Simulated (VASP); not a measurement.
Set up this calculation in VASP 6.6.1, as the native input.

| Quantity | Value |
| --- | --- |
| Task | single point |
| Functional | PBE |
| Potentials or basis | VASP PAW PBE potentials, release 64 (Cd, Pb_d) |
| Cutoff | 520 eV |
| k mesh | 6 × 6 × 4 |
| Occupations | gaussian, width 0.1 eV |
| Spin | no spin polarisation |
| Dipole correction | no |
| Further INCAR settings | ALGO = Fast; EDIFF = 1e-06; NBANDS = 27 |

The structure of CdPb2 lies in POSCAR:

```
CdPb2
1.0
    4.4104385561      0.0000000000      0.0000000000
   -2.2052192780      3.8195518314      0.0000000000
    0.0000000000      0.0000000000      4.7621014310
Cd Pb
1 2
Direct
    0.0000000000      0.0000000000      0.0000000000
    0.3333333333      0.6666666667      0.5000000000
    0.6666666667      0.3333333333      0.5000000000
```

The input as run:

INCAR

```
ALGO = Fast
EDIFF = 1E-6
ENCUT = 520
GGA = PE
ISIF = 2
ISMEAR = 0
LASPH = T
LCHARG = T
LELF = T
LREAL = F
LVHAR = T
LWAVE = F
NBANDS = 27
NELM = 80
PREC = Accurate
SIGMA = 0.1
```

KPOINTS

```
k-points
0
Gamma
  6 6 4
```

Potentials or basis: VASP PAW PBE potentials, release 64 (Cd, Pb_d).

Run with:

```bash
$ cat potpaw_PBE.64/Cd/POTCAR potpaw_PBE.64/Pb_d/POTCAR > POTCAR
$ mpirun -np 1 vasp_std > vasp.out
```

Results of the run:

| Quantity | Value |
| --- | --- |
| Pressure | 25.6 GPa |
| Band gap on the k mesh | zero (band 20 reaches 7.20 eV, above the bottom of band 21 at 4.42 eV) |

Caveat: spin-orbit coupling is left out, which moves the levels of the heavy elements.

Wall time 19 s on 1 thread of Intel(R) Xeon(R) 6975P-C (Granite Rapids) (shared host), peak memory 0.21 GiB.
